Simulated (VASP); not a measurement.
Wanted: the native input for a VASP 6.6.1 run.

* Task: single point
* Functional: PBEsol
* Potentials or basis: VASP PAW PBE potentials, release 64 (Pt, Al)
* Cutoff: 520 eV
* k mesh: 9 × 9 × 9
* Occupations: fermi-dirac, width 0.05 eV
* Spin: no spin polarisation
* Dipole correction: no
* Further INCAR settings: ALGO = Fast; EDIFF = 1e-06; NBANDS = 14

The structure of AlPt lies in POSCAR:

```
AlPt
1.0
    3.1120204112      0.0000000000      0.0000000000
    0.0000000000      3.1120204112      0.0000000000
    0.0000000000      0.0000000000      3.1120204112
Pt Al
1 1
Direct
    0.5000000000      0.5000000000      0.5000000000
    0.0000000000      0.0000000000      0.0000000000
```

This cell differs from its parent crystal: volume scaled by 1.02.

The input as run:

INCAR

```
  PREC = Accurate
  ENCUT = 520
  EDIFF = 1E-6
  ISMEAR = -1
  SIGMA = 0.05
  LREAL = F
  LASPH = T
  NELM = 80
  ALGO = Fast
  ISIF = 2
  LWAVE = F
  LCHARG = F
  GGA = PS
  NBANDS = 14
```

KPOINTS

```
Automatic mesh
0
Gamma
  9 9 9
```

Potentials or basis: VASP PAW PBE potentials, release 64 (Pt, Al).

Launch:

```console
$ cat potpaw_PBE.64/Pt/POTCAR potpaw_PBE.64/Al/POTCAR > POTCAR
$ mpirun -np 1 vasp_std > vasp.out
```

It gave:

```json
{"Pressure": "-9.1 GPa"}
```

Caveat: the PAW data sets were made with another functional, which shifts forces and pressure a little.

It took 17 s on 1 thread of Intel Xeon 8259CL (shared host), peak memory 0.14 GiB.
